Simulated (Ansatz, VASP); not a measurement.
## Two plane-wave programs on Ti

```
Ti
1.0
     2.90000    0.00000    0.00000
    -1.45000    2.51147    0.00000
     0.00000    0.00000    4.60000
Ti
2
Direct
  0.33333 0.66667 0.25000
  0.66667 0.33333 0.75000
```

Alike in both runs: task single point; functional PBE; k mesh 9 × 9 × 4; occupations gaussian, width 0.1 eV; no spin polarisation.

|  | VASP | Ansatz |
| --- | --- | --- |
| version | VASP 6.6.1 | Ansatz 0.2.0 |
| potentials or method | VASP PAW PBE potentials, release 64 (Ti_sv), cutoff 500 eV | scalar-relativistic, plane waves, PAW |
| valence electrons in the cell | 24 | 24 |

|  | VASP | Ansatz | Ansatz less VASP |
| --- | --- | --- | --- |
| gap on the k mesh at the Fermi level (eV) | none | none | - |
| pressure (GPa) | 4.0 | 4.3 | +0.31 |
| traceless stress, the component that is largest in VASP (GPa) | -0.76 | -0.76 | -0.003 |

A gap of «none» marks a metal or a gap that the smearing closes.
